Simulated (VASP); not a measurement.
Wanted: the native input for a VASP 6.6.1 run.

```
Task                   : single point
Functional             : PBEsol
Potentials or basis    : VASP PAW PBE potentials, release 64 (Al)
Cutoff                 : 520 eV
k mesh                 : 9 × 9 × 3
Occupations            : methfessel-paxton, width 0.05 eV
Spin                   : no spin polarisation
Dipole correction      : no
Further INCAR settings : ALGO = Normal; EDIFF = 1e-07; NBANDS = 14
```

The structure of Al lies in POSCAR:

```
Al
1.0
    2.8519864509      0.0000000000      0.0000000000
   -1.4259937298      2.4698932217      0.0000000000
    0.0000000000      0.0000000000      9.2669310295
Al
4
Direct
    0.0000000000      0.0000000000      0.0000000000
    0.3333333333      0.6666666667      0.2500000000
    0.0000000000      0.0000000000      0.5000000000
    0.6666666667      0.3333333333      0.7500000000
```

One way to write it, as run:

INCAR

```
PREC = Accurate ; ENCUT = 520
EDIFF = 1E-7 ; ISMEAR = 1
SIGMA = 0.05 ; LREAL = F
LASPH = T ; NELM = 80
ALGO = Normal ; ISIF = 2
LWAVE = F ; LCHARG = F
GGA = PS ; NBANDS = 14
```

KPOINTS

```
Automatic mesh
0
Gamma
  9 9 3
```

Potentials or basis: VASP PAW PBE potentials, release 64 (Al).

Run with:

```console
$ cat potpaw_PBE.64/Al/POTCAR > POTCAR
$ mpirun -np 1 vasp_std > vasp.out
```

Results of the run:

```
Pressure               : -0.6 GPa
Band gap on the k mesh : zero (band 6 reaches 12.05 eV, above the bottom of band 7 at 6.70 eV)
```

Caveat: the PAW data sets were made with another functional, which shifts forces and pressure a little.

It took 8.8 s on 1 thread of Intel(R) Xeon(R) 6975P-C (Granite Rapids) (shared host), peak memory 0.18 GiB.
